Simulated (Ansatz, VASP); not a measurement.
NiO in VASP and in Ansatz

Contents of INCAR:

```
SYSTEM = NiO
  ALGO = Normal
  EDIFF = 1E-6
  ENCUT = 520
  GGA = PE
  ISIF = 2
  ISMEAR = 0
  ISPIN = 2
  LASPH = .TRUE.
  LCHARG = .FALSE.
  LMAXMIX = 4
  LORBIT = 11
  LREAL = .FALSE.
  LWAVE = .FALSE.
  MAGMOM = 1.61 0.33
  NBANDS = 19
  NELM = 150
  PREC = Accurate
  SIGMA = 0.15
```

Contents of KPOINTS:

```
k-points
0
G
  20 20 20
  0 0 0
```

File POSCAR:

```
NiO
1.0
    0.0000000000      2.1958755000      2.0913100000
    2.1958755000      0.0000000000      2.0913100000
    2.1958755000      2.1958755000      0.0000000000
Ni O
1 1
Direct
    0.0000000000      0.0000000000      0.0000000000
    0.5000000000      0.5000000000      0.5000000000
```

Input for Ansatz:

```yaml
crystal:
  lattice:
    - [0.0, 2.1958755, 2.09131]
    - [2.1958755, 0.0, 2.09131]
    - [2.1958755, 2.1958755, 0.0]
  atoms:
    - { symbol: Ni, position: [0.0, 0.0, 0.0], spin: 1.61 }
    - { symbol: O, position: [0.5, 0.5, 0.5], spin: 0.33 }
basis:
  ecutwfc: 420
kpoints:
  mp_grid: { grid: [20, 20, 20] }
hamiltonian:
  xc: pbe
scf:
  occupations: { method: gaussian, width: 0.15 }
output:
  forces: true
  stress: true
  eigenvalues: true
  populations: true
magnetization:
  spin_polarized: true
```

Change from the starting cell: strain +0.050 along x and y, +0.000 along z, atoms carried along.

Alike in both runs: task single point; functional PBE; k mesh 20 × 20 × 20; occupations gaussian, width 0.15 eV; collinear spin.

|  | VASP | Ansatz |
| --- | --- | --- |
| version | VASP 6.6.1 | Ansatz 0.2.0 |
| potentials or method | VASP PAW PBE potentials, release 64 (Ni, O), cutoff 520 eV | scalar-relativistic, plane waves, PAW |
| valence electrons in the cell | 16 | 24 |

|  | VASP | Ansatz | Ansatz less VASP |
| --- | --- | --- | --- |
| gap on the k mesh at the Fermi level (eV) | none | none | - |
| pressure (GPa) | -11.0 | -10.6 | +0.39 |
| traceless stress, the component that is largest in VASP (GPa) | 2.14 | 2.25 | +0.114 |
| net moment per atom (μB) | 0.92 | 0.94 | +0.011 |
| size of the moment on the site where the two differ most (μB) | 0.29 | 0.31 | +0.019 |

Site moments also hang on the region over which each program counts them. A gap of «none» marks a metal or a gap that the smearing closes. The functional is the same, so the differences come from potentials, cutoffs and numerics. VASP's potentials hold 16 valence electrons a cell and Ansatz's 24, so a difference there can come from the potentials and not from the codes.
